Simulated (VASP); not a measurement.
Runs of VASP 6.6.1 on Se. The cells are those of the table. 

```tsv
task	cell	k mesh	cutoff (eV)	smearing	gap on the mesh (eV)	pressure (GPa)	relaxed volume (Å³/atom)	largest force (eV/Å)
single point	a = 3.668, b = 5.854, c = 4.799 Å, angles 57.1, 68.1, 108.6°, 2 atoms	6 × 4 × 6	520	gaussian 0.1 eV	none	0.2	-	0.03
single point	a = 3.670, b = 3.669, c = 4.999 Å, angles 92.9, 109.9, 90.5°, 2 atoms	10 × 10 × 8	520	gaussian 0.01 eV	none	0.1	-	0.02
relaxation of cell and atoms	relaxed from a = 3.645, b = 3.651, c = 4.841 Å, angles 93.6, 111.6, 90.2°, 2 atoms	10 × 10 × 8	600	gaussian 0.01 eV	none	0.0	31.46	0.01
single point	a = 3.663, b = 3.664, c = 5.000 Å, angles 92.9, 109.8, 90.4°, 2 atoms	16 × 16 × 12	520	gaussian 0.1 eV	none	0.1	-	0.02
single point	a = 3.651, b = 3.645, c = 4.841 Å, angles 111.6, 93.6, 90.2°, 2 atoms	6 × 6 × 4	520	gaussian 0.1 eV	(a)	0.2	-	(b)
relaxation of cell and atoms	relaxed from a = 3.666, b = 3.668, c = 4.799 Å, angles 111.9, 93.9, 90.3°, 2 atoms	6 × 6 × 4	600	gaussian 0.1 eV	0.24	0.1	30.29	0.03
```

Alike in all rows: level PBE; potentials or basis VASP PAW PBE potentials, release 64 (Se); no spin polarisation.

Task: Estimate the missing entries.

Result: (a) 0.27; (b) 0.04.

Caveats: some runs use coarse meshes.

A k mesh can miss the band edges, and the runs leave out spin-orbit coupling on Se.

A gap of «none» marks levels without a gap at the run's occupations.
